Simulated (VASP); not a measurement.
Set up this calculation in VASP 6.6.1, as the native input.

* Task: single point
* Functional: LDA
* Potentials or basis: VASP PAW LDA potentials, release 64 (Li_sv)
* Cutoff: 520 eV
* k mesh: 9 × 9 × 13
* Occupations: fermi-dirac, width 0.1 eV
* Spin: no spin polarisation
* Dipole correction: no
* Further INCAR settings: ALGO = Normal; EDIFF = 1e-07; NBANDS = 12

The structure of Li lies in POSCAR:

```
Li
1.0
    4.7631742914      0.0000000000      0.0000000000
   -2.3815871457      4.1250299390      0.0000000000
    0.0000000000      0.0000000000      2.7802307673
Li
3
Direct
    0.0000000000      0.0000000000      1.0000000000
    0.3333333333      0.6666666667      0.5000000000
    0.6666666667      0.3333333333      0.5000000000
```

This cell differs from its parent crystal: volume scaled by 0.96.

The input as run:

INCAR

```
SYSTEM = Li
PREC = Accurate ; ENCUT = 520
EDIFF = 1E-7 ; ISMEAR = -1
SIGMA = 0.1 ; LREAL = .False.
LASPH = .True. ; NELM = 100
ALGO = Normal ; ISIF = 2
LWAVE = .False. ; LCHARG = .True.
GGA = CA ; LELF = .True.
LVHAR = .True. ; NBANDS = 12
```

KPOINTS

```
regular mesh
0
Gamma
  9 9 13
  0 0 0
```

Potentials or basis: VASP PAW LDA potentials, release 64 (Li_sv).

Run with:

```console
$ cat potpaw_LDA.64/Li_sv/POTCAR > POTCAR
$ mpirun -np 1 vasp_std > vasp.out
```

Wall time 29 s on 1 thread of Intel Xeon 6975P-C (shared host), peak memory 0.17 GiB.
